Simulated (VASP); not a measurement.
The system is Si.

```xyz
2
Lattice="0.0000 2.7136 2.7136 2.7136 0.0000 2.7136 2.7136 2.7136 0.0000" Properties=species:S:1:pos:R:3 pbc="T T T"
Si    4.0703    4.0703    4.0703
Si    2.7136    2.7136    2.7136
```

| Item | Value |
| --- | --- |
| Program | VASP 6.6.1 |
| Task | relaxation of cell and atoms |
| Functional | PBE |
| Potentials or basis | VASP PAW PBE potentials, release 64 (Si) |
| Cutoff | 600 eV |
| k mesh | 7 × 7 × 7 |
| Occupations | gaussian, width 0.02 eV |
| Spin | no spin polarisation |

At the start: pressure 2.2 GPa; volume 19.98 Å³/atom.

Problem. How do energy, volume and symmetry change on relaxing?

Solution. Over 3 steps the energy falls by 3.1 meV/atom and the volume is 20.45 Å³/atom (+2.3 %); space group Fd-3m (No. 227, to 0.1 Å) before and after.

Step by step:
```csv
step,energy change (eV),largest force (eV/Å),pressure (GPa),volume (Å³)
1,0.0000,0.0000,2.17,39.96
2,-0.0033,0.0000,-1.36,41.55
3,-0.0062,0.0000,0.01,40.89
```

Final structure:
```
Si
1.0
     0.00000    2.73449    2.73449
     2.73449    0.00000    2.73449
     2.73449    2.73449    0.00000
Si
2
Direct
  0.75000 0.75000 0.75000
  0.50000 0.50000 0.50000
```
